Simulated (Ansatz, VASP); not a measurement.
**KFeAs2 in VASP and in Ansatz**

The input INCAR:

```
SYSTEM = KFeAs2
PREC = Accurate ; ENCUT = 520
EDIFF = 1E-6 ; ISMEAR = -1
SIGMA = 0.05 ; LREAL = .False.
LASPH = .True. ; NELM = 150
ALGO = Normal ; ISIF = 2
LWAVE = .False. ; LCHARG = .False.
ISPIN = 2 ; MAGMOM = 0 0 3 0
LORBIT = 11 ; LMAXMIX = 4
LDAU = .True. ; LDAUTYPE = 2
LDAUL = -1 2 -1 ; LDAUU = 0 2 0
LDAUJ = 0 0 0 ; LDAUPRINT = 1
GGA = PE ; NBANDS = 26
```

Contents of KPOINTS:

```
regular mesh
0
Gamma
  9 9 9
  0 0 0
```

Contents of POSCAR:

```
KFeAs2
1.0
   -1.9803680000      1.9803680000      6.3830190000
    1.9803680000     -1.9803680000      6.3830190000
    1.9803680000      1.9803680000     -6.3830190000
As Fe K
2 1 1
Direct
    0.3307380000      0.3307380000      0.0000000000
    0.6692620000      0.6692620000      0.0000000000
    0.2500000000      0.7500000000      0.5000000000
    0.0000000000      0.0000000000      0.0000000000
```

File input.yaml:

```yaml
crystal:
  lattice:
    - [-1.980368, 1.980368, 6.383019]
    - [1.980368, -1.980368, 6.383019]
    - [1.980368, 1.980368, -6.383019]
  atoms:
    - { symbol: As, position: [0.330738, 0.330738, 0.0] }
    - { symbol: As, position: [0.669262, 0.669262, 0.0] }
    - { symbol: Fe, position: [0.25, 0.75, 0.5], spin: 3.0 }
    - { symbol: K, position: [0.0, 0.0, 0.0] }
hamiltonian:
  xc: pbe
  pseudopotentials: { kind: paw }
  hubbard: { sites: [{ species: Fe, l: d, u_eff: 2.0 }] }
magnetization:
  spin_polarized: true
kpoints:
  mp_grid: { grid: [9, 9, 9] }
  band_path:
    path:
      - [[0.0, 0.0, 0.0], [-0.5, 0.5, 0.0], [-0.5, 0.5, -0.0481292983], [-0.2740646492, 0.2740646492, -0.2740646492], [0.0, 0.0, 0.0], [0.5, 0.5, -0.5], [0.2740646492, 0.7259353508, -0.7259353508], [0.0, 0.5, -0.5], [-0.25, 0.75, -0.25], [0.0481292983, 0.9518707017, -0.5], [0.5, 0.5, -0.5]]
      - [[-0.5, 0.5, 0.0], [-0.25, 0.75, -0.25]]
    npoints: 14
scf:
  occupations: { method: fermi_dirac, width: 0.05 }
  n_extra_bands: 10
output:
  forces: true
  stress: true
  eigenvalues: true
  fatbands: false
```

Alike in both runs: functional PBE; k mesh 9 × 9 × 9; occupations fermi-dirac, width 0.05 eV; collinear spin; Hubbard terms Fe d U = 2.0 eV.

|  | VASP | Ansatz |
| --- | --- | --- |
| version | VASP 6.6.1 | Ansatz 0.2.0 |
| potentials or method | VASP PAW PBE potentials, release 64 (As, Fe, K_sv) | Ansatz PAW |
| plane-wave cutoff (eV) | 520 | 420 |
| valence electrons in the cell | 27 | 55 |
| task | single point | band structure |

```csv
,VASP,Ansatz,Ansatz less VASP
gap on the k mesh at the Fermi level (eV),none,none,-
pressure (GPa),3.3,3.6,+0.29
"traceless stress, the component that is largest in VASP (GPa)",-2.14,-2.32,-0.180
rms of the force components (eV/Å),0.170,0.189,+0.0190
net moment per atom (μB),0.53,0.53,-0.002
size of the moment on the site where the two differ most (μB),2.27,2.12,-0.149
```

Site moments also hang on the region over which each program counts them. The programs project onto different local orbitals, so the same U acts differently, and such runs can settle in different states. Atom by atom the forces differ by 0.019 eV/Å (rms over components). A gap of «none» marks a metal or a gap that the smearing closes. VASP's potentials hold 27 valence electrons a cell and Ansatz's 55, so a difference there can come from the potentials and not from the codes.

Noted on Ansatz's run: the magnetic or orbital state may not be the lowest.
